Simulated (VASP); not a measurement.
Wanted: the native input for a VASP 6.6.1 run.

```
Task                   : single point
Functional             : PBEsol
Potentials or basis    : VASP PAW PBE potentials, release 64 (Ag, Cl)
Cutoff                 : 520 eV
k mesh                 : 9 × 9 × 9
Occupations            : fermi-dirac, width 0.01 eV
Spin                   : no spin polarisation
Dipole correction      : no
Further INCAR settings : ALGO = Normal; EDIFF = 1e-06; NBANDS = 16
```

The structure of AgCl lies in POSCAR:

```
AgCl
1.0
    3.4567152058      0.0000000000      0.0000000000
    0.0000000000      3.4567152058      0.0000000000
    0.0000000000      0.0000000000      3.4567152058
Ag Cl
1 1
Direct
    0.0000000000      0.0000000000      0.0000000000
    0.5000000000      0.5000000000      0.5000000000
```

This cell differs from its parent crystal: volume scaled by 1.02.

One way to write it, as run:

INCAR

```
SYSTEM = AgCl
PREC = Accurate ; ENCUT = 520
EDIFF = 1E-6 ; ISMEAR = -1
SIGMA = 0.01 ; LREAL = .False.
LASPH = .True. ; NELM = 100
ALGO = Normal ; ISIF = 2
LWAVE = .False. ; LCHARG = .False.
GGA = PS ; NBANDS = 16
```

KPOINTS

```
Automatic mesh
0
Gamma
  9 9 9
  0 0 0
```

Potentials or basis: VASP PAW PBE potentials, release 64 (Ag, Cl).

The run is started by

```bash
$ cat potpaw_PBE.64/Ag/POTCAR potpaw_PBE.64/Cl/POTCAR > POTCAR
$ mpirun -np 1 vasp_std > vasp.out
```

Results of the run:

```
Pressure               : -5.4 GPa
Band gap on the k mesh : 0.44 eV, indirect (least direct gap 1.87 eV)
```

Caveat: the PAW data sets were made with another functional, which shifts forces and pressure a little.

Wall time 14 s on 1 thread of AMD EPYC 7R43 64-Core Processor (Zen 3), on a shared host, peak memory 0.13 GiB.
